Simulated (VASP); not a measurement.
## Ce2CoH: relaxation of cell and atoms with PBE

The system is Ce2CoH.

```
Co Ce H
1.0
     1.94042    3.36090    0.00000
    -1.94042    3.36090    0.00000
     0.00000    0.00000   11.96873
Co Ce H
2 4 2
Direct
  0.00000 0.00000 0.00000
  0.00000 0.00000 0.50000
  0.33333 0.33334 0.10770
  0.66666 0.66667 0.60770
  0.33333 0.33334 0.39230
  0.66667 0.66667 0.89230
  0.33333 0.33334 0.25000
  0.66666 0.66667 0.75000
```

```
Program                : VASP 6.6.1
Task                   : relaxation of cell and atoms
Functional             : PBE
Potentials or basis    : VASP PAW PBE potentials, release 64 (Co, Ce, H)
Cutoff                 : 600 eV
k mesh                 : 5 × 5 × 2
Occupations            : fermi-dirac, width 0.0127 eV
Spin                   : collinear spin, ferrimagnetic start
Starting moments       : [-0.17, -0.17, 0.51, 0.51, 0.51, 0.51, 0.0, 0.0] μB
Dipole correction      : no
Further INCAR settings : ALGO = Normal; EDIFF = 1e-07; IBRION = 2; EDIFFG = -0.01; NSW = 60; ISIF = 3
```

```json
{"Relaxed volume": "24.64 Å³/atom", "Relaxed cell": "a = 3.950 Å, b = 3.950 Å, c = 14.586 Å, α = 90.00°, β = 90.00°, γ = 60.00°", "Space group after relaxing (to 0.05 Å)": "P6_3/mmc (No. 194)", "Energy gained by relaxing": "485.6 meV/atom", "Ionic steps": "12", "Pressure after relaxing": "0.0 GPa", "Largest force after relaxing": "0.007 eV/Å", "Net moment": "1.13 μB per cell", "Site moments": "Co -0.15, +0.01; Ce +0.55, +0.20, -0.24, +0.57; H -0.00 μB", "Valence electrons inside the program's atomic spheres": "Co 8.40; Ce 9.73, 9.72; H 0.55, 0.56"}
```

Forces in eV/Å, atoms in the order of the input:
```
Co   0.000  0.000 -0.003
Co   0.000  0.000  0.003
Ce   0.000  0.000  0.004
Ce   0.000  0.000  0.003
Ce   0.000  0.000  0.000
Ce   0.000  0.000 -0.007
H    0.000  0.000  0.001
H    0.000  0.000 -0.001
```

Step by step:
| step | energy change (eV) | largest force (eV/Å) | pressure (GPa) | volume (Å³) |
| --- | --- | --- | --- | --- |
| 1 | 0.0000 | 2.5013 | 17.47 | 156.11 |
| 2 | -3.8166 | 0.3359 | -1.06 | 207.11 |
| 3 | -3.8529 | 0.3103 | -1.02 | 201.42 |
| 4 | -3.8527 | 0.3106 | -0.82 | 200.47 |
| 5 | -3.8798 | 0.0335 | 0.18 | 196.69 |
| 6 | -3.8802 | 0.0192 | 0.31 | 196.21 |
| 7 | -3.8844 | 0.0150 | 0.05 | 197.12 |
| 8 | -3.8847 | 0.0160 | -0.03 | 197.41 |
| 9 | -3.8847 | 0.0156 | -0.04 | 197.43 |
| 10 | -3.8848 | 0.0169 | -0.02 | 197.30 |
| 11 | -3.8848 | 0.0181 | 0.01 | 197.11 |
| 12 | -3.8849 | 0.0068 | -0.01 | 197.12 |

Final structure:
```
Co Ce H
1.0
     1.97516    3.42108    0.00001
    -1.97516    3.42107    0.00001
     0.00002    0.00004   14.58594
Co Ce H
2 4 2
Direct
  0.00000 0.00000 0.00010
  0.00000 0.00000 0.49992
  0.33333 0.33334 0.09749
  0.66666 0.66667 0.59801
  0.33333 0.33334 0.40233
  0.66667 0.66667 0.90213
  0.33333 0.33334 0.25042
  0.66666 0.66667 0.74958
```

Levels at points of the mesh, in eV from the Fermi level:
Spin up:
```tsv
k point	band 31	band 32	band 33	band 34	band 35	band 36	band 37	band 38	band 39	band 40
(0.00, 0.00, 0.00)	-1.89	-1.48	-0.10	-0.10	-0.04	-0.02	-0.02	0.00	0.02	0.10
(0.00, 0.00, 0.50)	-1.79	-1.71	-0.10	-0.10	-0.04	-0.02	-0.02	-0.01	0.03	0.09
```
Spin down:
| k point | band 30 | band 31 | band 32 | band 33 | band 34 | band 35 | band 36 | band 37 | band 38 | band 39 |
| --- | --- | --- | --- | --- | --- | --- | --- | --- | --- | --- |
| (0.00, 0.00, 0.00) | -1.95 | -1.91 | -1.50 | -0.04 | -0.04 | -0.03 | 0.03 | 0.21 | 0.26 | 0.26 |
| (0.00, 0.00, 0.50) | -1.95 | -1.78 | -1.77 | -0.04 | -0.04 | -0.03 | 0.03 | 0.21 | 0.25 | 0.26 |

Run time: 51 min on 4 MPI ranks on Intel(R) Xeon(R) 6975P-C (Granite Rapids), with other jobs on the host, peak memory 0.65 GiB a rank.

Caveat: the k points lie up to 0.37 Å⁻¹ apart in the final cell; the magnetic or orbital state may not be the lowest; the electronic state changed during the relaxation; the volume moved by over 15 % at a fixed basis, so the end points are rough; spin-orbit coupling is left out, which moves the levels of the heavy elements; without U or exact exchange the open f shell lies at the Fermi level, which spoils levels, moments and volumes. The state reached can hang on the start; a lower one may exist.
